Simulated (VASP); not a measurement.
Here is a VASP 6.6.1 calculation.

File INCAR:

```
ALGO     = Normal         # electronic algorithm
EDIFF    = 1E-7           # SCF threshold, eV
ENCUT    = 520            # plane-wave cutoff, eV
ISIF     = 2              # what is computed and relaxed
ISMEAR   = -1             # smearing method
LASPH    = T              # aspherical terms in the spheres
LCHARG   = F              # write CHGCAR
LREAL    = F              # projectors in reciprocal space
LWAVE    = F              # write WAVECAR
NBANDS   = 24             # bands
NELM     = 100            # most SCF steps
PREC     = Accurate       # precision mode
SIGMA    = 0.1            # smearing width, eV
```

Contents of KPOINTS:

```
k-points
0
Gamma
  17 17 5
```

The input POSCAR:

```
Fe
1.0
    2.4287540096      0.0000000000      0.0000000000
   -1.2143770048      2.1033626719      0.0000000000
    0.0000000000      0.0000000000      7.8166380747
Fe
4
Direct
    1.0000000000      0.0000000000      0.0000000000
    1.0000000000      0.0000000000      0.5000000000
    0.3333333333      0.6666666667      0.2500000000
    0.6666666667      0.3333333333      0.7500000000
```

Potentials or basis: VASP PAW LDA potentials, release 64 (Fe).

Command:

```sh
$ cat potpaw_LDA.64/Fe/POTCAR > POTCAR
$ mpirun -np 1 vasp_std > vasp.out
```

Q: Estimate the band gap on the k mesh.

A: Zero (bands 16 and 17 overlap by 1.79 eV).

Q: Predict the pressure.

A: -12.5 GPa.

Stress tensor (GPa, compression positive):
```
-12.40   0.00   0.00
  0.00 -12.40   0.00
  0.00   0.00 -12.79
```

Caveat: the cell stands under tension; the run has no spin polarisation, though such a crystal can be magnetic. Spin polarisation is off, so any magnetic state and its effect on volume and gap are missing.
